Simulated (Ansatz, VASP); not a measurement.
## Two plane-wave programs on InP

```xyz
2
Lattice="0.0000 2.8865 2.9305 2.8865 0.0000 2.9305 2.8865 2.8865 0.0000" Properties=species:S:1:pos:R:3 pbc="T T T"
In    0.0000    0.0000    0.0000
P     4.3298    4.3298    4.3957
```

Change from the starting cell: strain -0.015 along x and y, +0.000 along z, atoms carried along.

Alike in both runs: task single point; functional r2SCAN; k mesh 8 × 8 × 8; occupations gaussian, width 0.05 eV; no spin polarisation.

```csv
,VASP,Ansatz
version,VASP 6.6.1,Ansatz 0.2.0
potentials or method,"VASP PAW PBE potentials, release 64 (In_d, P), cutoff 520 eV","scalar-relativistic, plane waves, PAW"
valence electrons in the cell,18,18
```

```tsv
	VASP	Ansatz	Ansatz less VASP
gap on the k mesh at the Fermi level (eV)	1.32	1.31	-0.006
least direct gap on the mesh (eV)	1.32	1.31	-0.006
pressure (GPa)	4.0	4.1	+0.12
traceless stress, the component that is largest in VASP (GPa)	-0.45	-0.44	+0.004
```

VASP's potentials were made for PBE, not for r2SCAN.
